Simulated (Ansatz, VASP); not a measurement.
Two plane-wave programs on NiO

```
Ni O
1.0
     0.00000    2.15037    2.15037
     2.15037    0.00000    2.15037
     2.15037    2.15037    0.00000
Ni O
1 1
Cartesian
  0.0000 0.0000 0.0000
  2.1504 2.1504 2.1504
```

Alike in both runs: task single point; functional PBE; k mesh 10 × 10 × 10; occupations gaussian, width 0.05 eV; collinear spin; Hubbard terms Ni d U = 6.2 eV.

```csv
,VASP,Ansatz
version,VASP 6.6.1,Ansatz 0.2.0
potentials or method,"VASP PAW PBE potentials, release 64 (Ni_sv_GW, O), cutoff 700 eV","scalar-relativistic, plane waves, PAW"
valence electrons in the cell,24,24
```

```tsv
	VASP	Ansatz	Ansatz less VASP
gap on the k mesh at the Fermi level (eV)	1.89	1.82	-0.068
least direct gap on the mesh (eV)	2.97	2.87	-0.097
pressure (GPa)	-6.1	-4.0	+2.17
net moment per atom (μB)	1.00	1.00	0.000
size of the moment on the site where the two differ most (μB)	1.80	1.74	-0.057
```

Site moments also hang on the region over which each program counts them. The programs project onto different local orbitals, so the same U acts differently, and such runs can settle in different states.
